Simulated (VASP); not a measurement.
# Au: relaxation of shape and atoms at fixed volume with PBE

The system is Au.

```
Au
1.0
     2.35449    0.00000    0.00000
    -1.17725    2.03905    0.00000
     0.00000    0.00000    2.33711
Au
1
Cartesian
  0.0000 0.0000 0.0000
```

```json
{
 "Program": "VASP 6.6.1",
 "Task": "relaxation of shape and atoms at fixed volume",
 "Functional": "PBE",
 "Potentials or basis": "VASP PAW PBE potentials, release 64 (Au)",
 "Cutoff": "600 eV",
 "k mesh": "15 × 15 × 14",
 "Occupations": "fermi-dirac, width 0.08 eV",
 "Spin": "no spin polarisation",
 "Dipole correction": "no",
 "Further INCAR settings": "ALGO = Normal; EDIFF = 1e-06; IBRION = 2; EDIFFG = -0.005; NSW = 50; ISIF = 4"
}
```

The energy gained by relaxing is 43.8 meV/atom, the ionic steps are 5 and the pressure after relaxing is 305.1 GPa.

Step by step:
| step | energy change (eV) | largest force (eV/Å) | pressure (GPa) | volume (Å³) |
| --- | --- | --- | --- | --- |
| 1 | 0.0000 | 0.0000 | 308.25 | 11.22 |
| 2 | 2.5690 | 0.0000 | 372.38 | 11.22 |
| 3 | -0.0428 | 0.0000 | 305.44 | 11.22 |
| 4 | -0.0437 | 0.0000 | 305.18 | 11.22 |
| 5 | -0.0438 | 0.0000 | 305.15 | 11.22 |

Final structure:
```
Au
1.0
     2.37696    0.00000    0.00000
    -1.18848    2.05850    0.00000
     0.00000    0.00000    2.29315
Au
1
Direct
  0.00000 0.00000 0.00000
```

Levels at points of the mesh, in eV from the Fermi level:
| k point | band 2 | band 3 | band 4 | band 5 | band 6 | band 7 | band 8 | band 9 |
| --- | --- | --- | --- | --- | --- | --- | --- | --- |
| (0.00, 0.00, 0.00) | -12.26 | -8.13 | -8.13 | -1.93 | -1.93 | 13.16 | 14.94 | 23.01 |
| (0.00, 0.00, 0.50) | -7.36 | -7.36 | -5.43 | -5.43 | -4.76 | 4.85 | 16.59 | 21.28 |

It took 26 s on 1 thread of Intel(R) Xeon(R) 6975P-C (Granite Rapids), on a shared host, peak memory 0.15 GiB.

Caveat: spin-orbit coupling is left out, which moves the levels of the heavy elements.
